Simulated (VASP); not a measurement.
The system is GdO.

```
CELL_PARAMETERS angstrom
0.00000 2.64488 2.64488
2.64488 0.00000 2.64488
2.64488 2.64488 0.00000
ATOMIC_POSITIONS crystal
Gd 0.00000 0.00000 0.00000
O 0.75000 0.75000 0.75000
```

This cell differs from its parent crystal: volume scaled by 0.94.

Base run:

| Quantity | Value |
| --- | --- |
| Program | VASP 6.6.1 |
| Functional | PBE |
| Potentials or basis | VASP PAW PBE potentials, release 64 (Gd, O) |
| Cutoff | 520 eV |
| k mesh | 9 × 9 × 9 |
| Occupations | fermi-dirac, width 0.05 eV |
| Spin | collinear spin, ferromagnetic start |
| Starting moments | [7.0, 0.0] μB |

Its results: pressure 6.0 GPa; net moment 7.57 μB per cell; site moments Gd +6.88; O -0.02 μB.

Question: The run is repeated on the same cell with these changes: functional from PBE to r2SCAN. What comes out?

Answer: Pressure 4.7 GPa; net moment 7.94 μB per cell; site moments Gd +6.99; O +0.03 μB.

Caveats: a cell with one magnetic atom can't hold antiferromagnetic order, which such compounds often take; the PAW data sets were made with another functional, which shifts forces and pressure a little (some runs).
